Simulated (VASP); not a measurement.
The system is Ni.

```
CELL_PARAMETERS angstrom
0.00000 1.74908 1.74908
1.74908 0.00000 1.74908
1.74908 1.74908 0.00000
ATOMIC_POSITIONS crystal
Ni 0.00000 0.00000 0.00000
```

Base run:

* Program: VASP 6.6.1
* Functional: r2SCAN
* Potentials or basis: VASP PAW PBE potentials, release 64 (Ni)
* Cutoff: 520 eV
* k mesh: 13 × 13 × 13
* Occupations: fermi-dirac, width 0.05 eV
* Spin: collinear spin, ferromagnetic start
* Starting moments: [1.0] μB

Its results: pressure -3.6 GPa; net moment 0.69 μB per cell; site moments Ni +0.71 μB.

Q: After a change of settings the same cell gave: pressure 3.5 GPa; net moment 0.62 μB per cell; site moments Ni +0.63 μB. Which change was it?
A. potentials or basis from VASP PAW PBE potentials, release 64 (Ni) to VASP PAW PBE potentials, release 64 (Ni_sv_GW); cutoff from 520 eV to 650 eV; further incar settings from ALGO = Normal; EDIFF = 1e-06; NBANDS = 15 to ALGO = Normal; EDIFF = 1e-06; NBANDS = 19; valence electrons from 10 to 18
B. functional from r2SCAN to PBE
C. further incar settings from ALGO = Normal; EDIFF = 1e-06; NBANDS = 15 to ALGO = Normal; EDIFF = 1e-07; NBANDS = 15
D. functional from r2SCAN to LDA; potentials or basis from VASP PAW PBE potentials, release 64 (Ni) to VASP PAW LDA potentials, release 64 (Ni)

A: B.

Caveats: the PAW data sets were made with another functional, which shifts forces and pressure a little (some runs).
